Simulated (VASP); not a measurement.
Wanted: the native input for a VASP 6.6.1 run.

```
Task                   : single point
Functional             : PBE
Dispersion             : D3(BJ)
Potentials or basis    : VASP PAW PBE potentials, release 64 (Al)
Cutoff                 : 520 eV
k mesh                 : 3 × 3 × 3
Occupations            : gaussian, width 0.05 eV
Spin                   : no spin polarisation
Dipole correction      : no
Further INCAR settings : LREAL = Auto; ALGO = Normal; EDIFF = 1e-07; NBANDS = 72
```

The structure of Al (a cell with a defect) lies in POSCAR:

```
Al
1.0
    8.1000000000      0.0000000000      0.0000000000
    0.0000000000      8.1000000000      0.0000000000
    0.0000000000      0.0000000000      8.1000000000
Al
33
Direct
    0.4997041975      0.0026537037     -0.0089823457
    0.7484041975      0.2493629630     -0.0016690123
    0.7263434568     -0.0120165432      0.2469722222
   -0.0002913580      0.0246107407     -0.0281041975
    0.2510098765      0.2493650617     -0.0016716049
    0.4997087654      0.4957970370     -0.0173807407
    0.7371706173      0.7501606173      0.0030012346
    0.2730591358     -0.0120128395      0.2469724691
    0.4997092593      0.2427928395      0.2440729630
    0.7111474074      0.5037833333      0.2388019753
    0.4997018519      0.0115032099      0.5020749383
    0.7556238272      0.2498925926      0.4894130864
    0.7449946914      0.0039509877      0.7471883951
   -0.0002955556      0.4848995062      0.0005098765
    0.2622430864      0.7501593827      0.0030037037
   -0.0003039506      0.1378246914      0.2588440741
    0.2882861728      0.5037816049      0.2387918519
    0.4997056790      0.7510300000      0.2486254321
   -0.0002955556     -0.0374212346      0.5306148148
    0.2437918519      0.2498885185      0.4894125926
    0.4997062963      0.4908340741      0.5057628395
    0.7252060494      0.7543054321      0.4987454321
    0.2544154321      0.0039490123      0.7471854321
    0.4997053086      0.2499411111      0.7465198765
    0.7462341975      0.5003130864      0.7514332099
   -0.0002966667      0.7620433333      0.2407855556
   -0.0003166667      0.5923092593      0.5618204938
    0.2741883951      0.7542923457      0.4987403704
   -0.0002934568      0.2644627160      0.7292091358
    0.2531687654      0.5003148148      0.7514238272
    0.4997014815      0.7528230864      0.7514248148
   -0.0002886420      0.7587743210      0.8138871605
   -0.0002723457      0.4271913580      0.3181925926
```

These files were run (other wordings do the same):

INCAR

```
PREC = Accurate
ENCUT = 520
EDIFF = 1E-7
ISMEAR = 0
SIGMA = 0.05
LREAL = Auto
LASPH = T
NELM = 60
ALGO = Normal
ISIF = 2
LWAVE = F
LCHARG = T
GGA = PE
IVDW = 12
LELF = T
LVHAR = T
NBANDS = 72
```

KPOINTS

```
Automatic mesh
0
Gamma
  3 3 3
```

Potentials or basis: VASP PAW PBE potentials, release 64 (Al).

Run with:

```sh
$ cat potpaw_PBE.64/Al/POTCAR > POTCAR
$ mpirun -np 1 vasp_std > vasp.out
```

It gave:

| Quantity | Value |
| --- | --- |
| Pressure | 1.7 GPa |
| Largest force | 0.174 eV/Å |
| Dispersion energy per atom | -0.345 eV |

Run time: 14 min on 1 thread of Oxide Virtual Turin-like Processor, with other jobs on the host, peak memory 0.6 GiB.
